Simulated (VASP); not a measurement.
# Tl (P6_3/mmc) in VASP: a series of runs

Tl is run at these levels: r2SCAN; tasks: single point.

Everything below comes from runs of VASP 6.6.1. Logs are shortened: lines on timing, memory, paths and dates and some standing lists are left out, and cuts for length are marked.

## 1. The cell of the first run

It takes space group P6_3/mmc (No. 194, hexagonal). The conventional cell has a = 3.760 Å, b = 3.760 Å, c = 5.904 Å, α = 90.00°, β = 90.00°, γ = 120.00°. Within 4.8 Å of Tl (site symmetry -6m2) lie 12 Tl at 3.66 to 3.76 Å.

## 2. Single point, r2SCAN

Contents of POSCAR:

```
Tl
1.0
    1.8799530000      3.2561700000      0.0000000000
   -1.8799530000      3.2561700000      0.0000000000
    0.0000000000      0.0000000000      5.9038240000
Tl
2
Direct
    0.3333300000      0.3333400000      0.2500000000
    0.6666600000      0.6666700000      0.7500000000
```

Contents of INCAR.step1:

```
SYSTEM = Tl
  PREC = Accurate
  ENCUT = 520
  ISMEAR = -5
  SIGMA = 0.1
  LREAL = .False.
  LASPH = .True.
  NELM = 60
  NBANDS = 20
  GGA = PE
  ALGO = Normal
  EDIFF = 1E-4
  LWAVE = .True.
  LCHARG = .False.
```

Contents of INCAR.step2:

```
SYSTEM = Tl
  PREC = Accurate
  ENCUT = 520
  EDIFF = 1E-6
  ISMEAR = -5
  SIGMA = 0.1
  LREAL = .False.
  LASPH = .True.
  NELM = 60
  ALGO = Normal
  ISIF = 2
  LWAVE = .False.
  LCHARG = .True.
  METAGGA = R2SCAN
  LMIXTAU = .True.
  LELF = .True.
  LVHAR = .True.
  NBANDS = 20
  ISTART = 1
```

Contents of KPOINTS:

```
regular mesh
0
Gamma
  6 6 3
  0 0 0
```

Potentials or basis: VASP PAW PBE potentials, release 64 (Tl_d).

Started as:

```
$ cat potpaw_PBE.64/Tl_d/POTCAR > POTCAR
$ cp INCAR.step1 INCAR
$ mpirun -np 1 vasp_std > vasp.out
$ cp INCAR.step2 INCAR
$ mpirun -np 1 vasp_std > vasp.out
```

OUTCAR:

```text
SYSTEM = Tl
   PREC = Accurate
   ENCUT = 520
   EDIFF = 1E-6
   ISMEAR = -5
   LREAL = .False.
   LASPH = .True.
   NELM = 60
   ISIF = 2
   METAGGA = R2SCAN
   ISTART = 1

 ion  position               nearest neighbor table
   1  0.333  0.333  0.250-   2 3.66   2 3.66   2 3.66   2 3.66   2 3.66   2 3.66
   2  0.667  0.667  0.750-   1 3.66   1 3.66   1 3.66   1 3.66   1 3.66   1 3.66

  LATTYP: Found a hexagonal cell.
 ALAT       =     3.7599024390
 C/A-ratio  =     1.5702066997

  Lattice vectors:

 A1 = (   1.8799530000,  -3.2561700000,   0.0000000000)
 A2 = (   1.8799530000,   3.2561700000,   0.0000000000)
 A3 = (   0.0000000000,   0.0000000000,   5.9038240000)

Analysis of symmetry for initial positions (statically):
=====================================================================
 Subroutine PRICEL returns:
 Original cell was already a primitive cell.

 Routine SETGRP: Setting up the symmetry group for a
 hexagonal supercell.

 Subroutine GETGRP returns: Found  8 space group operations
 (whereof  2 operations were pure point group operations)
 out of a pool of 24 trial point group operations.

The static configuration has the point symmetry C_2 .
 The point group associated with its full space group is D_2h.

Analysis of symmetry for dynamics (positions and initial velocities):
=====================================================================
 Subroutine PRICEL returns:
 Original cell was already a primitive cell.

 Routine SETGRP: Setting up the symmetry group for a
 hexagonal supercell.

 Subroutine GETGRP returns: Found  8 space group operations
 (whereof  2 operations were pure point group operations)
 out of a pool of 24 trial point group operations.

The dynamic configuration has the point symmetry C_2 .
 The point group associated with its full space group is D_2h.

 Subroutine INISYM returns: Found  8 space group operations
 (whereof  2 operations are pure point group operations),
 and found     1 'primitive' translations

----------------------------------------------------------------------------------------

                                     Primitive cell

  volume of cell :      72.2799

[... 82 lines left out ...]
   ISTART =      1    job   : 0-new  1-cont  2-samecut
   ICHARG =      0    charge: 1-file 2-atom 10-const
   ISPIN  =      1    spin polarized calculation?
   LNONCOLLINEAR =      F non collinear calculations
   LSORBIT =      F    spin-orbit coupling
   LASPH  =      T    aspherical Exc in radial PAW
   ENCUT  =  520.0 eV  38.22 Ry    6.18 a.u.   6.99  6.99 10.98*2*pi/ulx,y,z
   NELM   =     60;   NELMIN=  2; NELMDL=  0     # of ELM steps
   EDIFF  = 0.1E-05   stopping-criterion for ELM
   LREAL  =      F    real-space projection
   EDIFFG = 0.1E-04   stopping-criterion for IOM
   NSW    =      0    number of steps for IOM
   IBRION =     -1    ionic relax: 0-MD 1-quasi-New 2-CG
   NFREE  =      0    steps in history (QN), initial steepest desc. (CG)
   ISIF   =      2    stress and relaxation
   ISYM   =      2    0-nonsym 1-usesym 2-fastsym
   POTIM  = 0.5000    time-step for ionic-motion
   TEBEG  =    0.0;   TEEND  =   0.0 temperature during run
   PSTRESS=    0.0 pullay stress
   NELECT =      26.0000    total number of electrons
   NUPDOWN=      -1.0000    fix difference up-down
   EMIN   =  10.00;   EMAX   =-10.00  energy-range for DOS
   EFERMI =   0.00;   METHOD = LEGACY
   ISMEAR =    -5;   SIGMA  =   0.10  broadening in eV -4-tet -1-fermi 0-gaus
   EFERMI_NEDOS =   21; number of points for ismear=-14 and -15
   IALGO  =     38    algorithm
   IMIX   =      4    mixing-type and parameters
     AMIX     =   0.40;   BMIX     =  1.00
     AMIX_MAG =   1.60;   BMIX_MAG =  1.00
  volume/ion in A,a.u.               =      36.14       243.88
  Fermi-wavevector in a.u.,A,eV,Ry     =   1.164287  2.200184 18.443578  1.355565
  Thomas-Fermi vector in A             =   2.300827
   LORBIT       =      0    0 simple, 1 ext, 2 COOP (PROOUT), +10 PAW based schemes
   METAGGA = R2SCAN    functional components
   LHFCALC =     F    Hartree Fock is set to
   AEXX    =    0.0000 exact exchange contribution
   IVDW    =     0    specifies the selected vdW correction
   LEPSILON=     F    determine dielectric tensor
   LRPA    =     F    only Hartree local field effects (RPA)
 non-spin polarized calculation
 Fermi weights with tetrahedron method with Bloechl corrections
  energy-cutoff  :      520.00
  volume of cell :       72.28
 maximum number of plane-waves:      1954
   NGX = 13   NGY = 13   NGZ = 21

 number of electron      26.0000000 magnetization

 Free energy of the ion-electron system (eV)
  ---------------------------------------------------
  ext. energy  EPLUGINS =         0.00000000
  ---------------------------------------------------
  free energy    TOTEN  =      -106.16074221 eV

  energy without entropy =     -106.16074221  energy(sigma->0) =     -106.16074221

 E-fermi :   4.4876     XC(G=0):  -9.5756

 val. band max:        4.3055501914   @ k =   0.3333   0.3333   0.0000
 cond. band min:       4.1460077251   @ k =  -0.3333   0.3333   0.3333
 fundamental gap:     -0.1595424663
 Fermi energy:         4.4876265283

 k-point     1 :       0.0000    0.0000    0.0000
  band No.  band energies     occupation
      1      -7.6544      2.00000
      2      -7.5688      2.00000
      3      -7.5687      2.00000
      4      -7.5648      2.00000
      5      -7.5402      2.00000
      6      -7.5401      2.00000
[... 541 lines left out ...]
     19      13.7710      0.00000
     20      14.7698      0.00000

 [... further k-points ...]

------------------------ aborting loop because EDIFF is reached ----------------------------------------

  FORCE on cell =-STRESS in cart. coord.  units (eV):
  Direction    XX          YY          ZZ          XY          YZ          ZX
  --------------------------------------------------------------------------------------
  -------------------------------------------------------------------------------------
  Total       -1.6141324     -1.4601627     -1.7664059     -0.0000000     -0.0000000      0.0000000
  in kB      -35.7793366    -32.3663976    -39.1546760     -0.0000000     -0.0000000      0.0000000
  external PRESSURE =     -35.7668034 kB  Pullay stress =       0.0000000 kB

 VOLUME and BASIS-vectors are now :
 -----------------------------------------------------------------------------
  energy-cutoff  :      520.00
  volume of cell :       72.28
      direct lattice vectors                 reciprocal lattice vectors
     1.879953000  3.256170000  0.000000000     0.265964096  0.153554636  0.000000000
    -1.879953000  3.256170000  0.000000000    -0.265964096  0.153554636  0.000000000
     0.000000000  0.000000000  5.903824000     0.000000000  0.000000000  0.169381743

 POSITION                                       TOTAL-FORCE (eV/Angst)
 -----------------------------------------------------------------------------------
     -0.00002      2.17079      1.47596         0.000000      0.017840      0.000000
     -0.00002      4.34155      4.42787         0.000000     -0.017840     -0.000000
 -----------------------------------------------------------------------------------
    total drift:                               -0.000000      0.000000     -0.000000

  FREE ENERGIE OF THE ION-ELECTRON SYSTEM (eV)
  ---------------------------------------------------
  free  energy   TOTEN  =      -106.1607422107 eV

  energy  without entropy=     -106.1607422107  energy(sigma->0) =     -106.16074221
```

OUTCAR.step1:

```text
SYSTEM = Tl
   PREC = Accurate
   ENCUT = 520
   ISMEAR = -5
   LREAL = .False.
   LASPH = .True.
[... 778 lines left out ...]
     -0.00002      2.17079      1.47596         0.000000     -0.016494      0.000000
     -0.00002      4.34155      4.42787         0.000000      0.016494      0.000000
 -----------------------------------------------------------------------------------
    total drift:                               -0.000000      0.000000     -0.000000

  FREE ENERGIE OF THE ION-ELECTRON SYSTEM (eV)
  ---------------------------------------------------
  free  energy   TOTEN  =        -4.3382727085 eV

  energy  without entropy=       -4.3382727085  energy(sigma->0) =       -4.33827271
```

OSZICAR.step1:

```text
N       E                     dE             d eps       ncg     rms          rms(c)
DAV:   1     0.127218225333E+03    0.12722E+03   -0.13796E+04  1040   0.119E+03
DAV:   2    -0.177772279465E+01   -0.12900E+03   -0.12638E+03  1132   0.262E+02
DAV:   3    -0.434760910575E+01   -0.25699E+01   -0.25671E+01  1168   0.318E+01
DAV:   4    -0.436640053746E+01   -0.18791E-01   -0.18827E-01  1112   0.288E+00
DAV:   5    -0.436675157468E+01   -0.35104E-03   -0.35141E-03  1140   0.381E-01    0.147E+00
DAV:   6    -0.434183493723E+01    0.24917E-01   -0.47330E-02  1104   0.152E+00    0.112E+00
DAV:   7    -0.433813802155E+01    0.36969E-02   -0.16128E-02  1132   0.879E-01    0.543E-01
DAV:   8    -0.433827635591E+01   -0.13833E-03   -0.10248E-03  1108   0.189E-01    0.321E-02
DAV:   9    -0.433827270847E+01    0.36474E-05   -0.26043E-05   572   0.295E-02
   1 F= -.43382727E+01 E0= -.43382727E+01  d E =0.000000E+00
```

Wall time 1.7 min (1 thread of Intel Xeon Platinum 8488C (Sapphire Rapids), shared host); peak memory 0.2 GiB.

Results:

| Property | Result |
| --- | --- |
| Free energy | -106.1607 eV |
| Pressure | -3.6 GPa |
| Largest force | 0.018 eV/Å |
| Band gap on the k mesh | zero (bands 13 and 14 overlap by 1.82 eV) |

Forces in eV/Å, atoms in the order of the input:
```
Tl   0.000  0.018  0.000
Tl   0.000 -0.018  0.000
```

Caveat: the cell stands under tension; the PAW data sets were made with another functional, which shifts forces and pressure a little; spin-orbit coupling is left out, which moves the levels of the heavy elements; tetrahedron occupations give inexact forces and stress in metals.

## 3. Single point, r2SCAN

POSCAR is that of step 2.

Contents of INCAR.step1:

```
SYSTEM = Tl
PREC = Accurate
ENCUT = 520
ISMEAR = 1
SIGMA = 0.01
LREAL = .False.
LASPH = .True.
NELM = 100
NBANDS = 20
GGA = PE
ALGO = Normal
EDIFF = 1E-4
LWAVE = .True.
LCHARG = .False.
```

Contents of INCAR.step2:

```
SYSTEM = Tl
PREC = Accurate
ENCUT = 520
EDIFF = 1E-6
ISMEAR = 1
SIGMA = 0.01
LREAL = .False.
LASPH = .True.
NELM = 100
ALGO = Normal
ISIF = 2
LWAVE = .False.
LCHARG = .False.
METAGGA = R2SCAN
LMIXTAU = .True.
NBANDS = 20
ISTART = 1
```

Contents of KPOINTS:

```
Automatic mesh
0
Gamma
  6 6 3
  0 0 0
```

Potentials or basis: VASP PAW PBE potentials, release 64 (Tl_d).

Started as:

```
$ cat potpaw_PBE.64/Tl_d/POTCAR > POTCAR
$ cp INCAR.step1 INCAR
$ mpirun -np 1 vasp_std > vasp.out
$ cp INCAR.step2 INCAR
$ mpirun -np 1 vasp_std > vasp.out
```

Wall time 80 s (1 thread of Intel Xeon Platinum 8488C (Sapphire Rapids), shared host); peak memory 0.2 GiB.

It converged, with:

| Property | Result |
| --- | --- |
| Free energy | -106.1417 eV |
| Pressure | -3.5 GPa |
| Band gap on the k mesh | zero (bands 13 and 14 overlap by 1.83 eV) |

Stress tensor (GPa, compression positive):
```
-2.86  0.00  0.00
 0.00 -2.87  0.00
 0.00  0.00 -4.73
```

Levels at points of the mesh, in eV from the Fermi level:
```csv
k point,band 11,band 12,band 13,band 14,band 15,band 16
"(0.00, 0.00, 0.00)",-8.95,-5.29,-1.90,6.59,6.59,8.30
"(0.50, 0.00, 0.00)",-5.88,-4.76,-0.70,0.74,1.45,3.48
"(0.50, 0.50, 0.00)",-5.88,-4.76,-0.70,0.74,1.45,3.48
```

Caveat: the cell stands under tension; the PAW data sets were made with another functional, which shifts forces and pressure a little; spin-orbit coupling is left out, which moves the levels of the heavy elements.

## 4. Single point, r2SCAN

POSCAR is that of step 3.

Contents of INCAR.step1:

```
PREC = Accurate
ENCUT = 520
ISMEAR = -5
SIGMA = 0.1
LREAL = F
LASPH = T
NELM = 60
NBANDS = 20
GGA = PE
ALGO = Normal
EDIFF = 1E-4
LWAVE = T
LCHARG = F
```

Contents of INCAR.step2:

```
PREC = Accurate
ENCUT = 520
EDIFF = 1E-6
ISMEAR = -5
SIGMA = 0.1
LREAL = F
LASPH = T
NELM = 60
ALGO = Normal
ISIF = 2
LWAVE = F
LCHARG = T
METAGGA = R2SCAN
LMIXTAU = T
LELF = T
LVHAR = T
NBANDS = 20
ISTART = 1
```

Contents of KPOINTS:

```
Automatic mesh
0
Gamma
  6 6 3
```

Started as:

```
$ cat potpaw_PBE.64/Tl_d/POTCAR > POTCAR
$ cp INCAR.step1 INCAR
$ mpirun -np 1 vasp_std > vasp.out
$ cp INCAR.step2 INCAR
$ mpirun -np 1 vasp_std > vasp.out
```

It took 1.7 min on 1 thread of Intel Xeon Platinum 8488C (Sapphire Rapids), shared host; peak memory 0.2 GiB.

The run converged. Its results:

- Free energy: -106.1607 eV
- Pressure: -3.6 GPa
- Largest force: 0.018 eV/Å
- Band gap on the k mesh: zero (bands 13 and 14 overlap by 1.82 eV)

Forces in eV/Å, atoms in the order of the input:
```
Tl   0.000  0.018  0.000
Tl   0.000 -0.018  0.000
```

Stress tensor (GPa, compression positive):
```
-3.58  0.00  0.00
 0.00 -3.24  0.00
 0.00  0.00 -3.92
```

Levels at points of the mesh, in eV from the Fermi level:
```csv
k point,band 9,band 10,band 11,band 12,band 13,band 14,band 15,band 16,band 17,band 18
"(0.00, 0.00, 0.00)",-11.80,-11.79,-9.15,-5.46,-2.10,6.39,6.39,8.10,8.10,9.18
"(0.50, 0.00, 0.00)",-11.79,-11.76,-6.08,-4.96,-0.88,0.56,1.25,3.28,3.39,6.82
"(0.50, 0.50, 0.00)",-11.79,-11.76,-6.08,-4.96,-0.88,0.56,1.25,3.28,3.39,6.82
```

Caveat: the cell stands under tension; the PAW data sets were made with another functional, which shifts forces and pressure a little; spin-orbit coupling is left out, which moves the levels of the heavy elements; tetrahedron occupations give inexact forces and stress in metals.
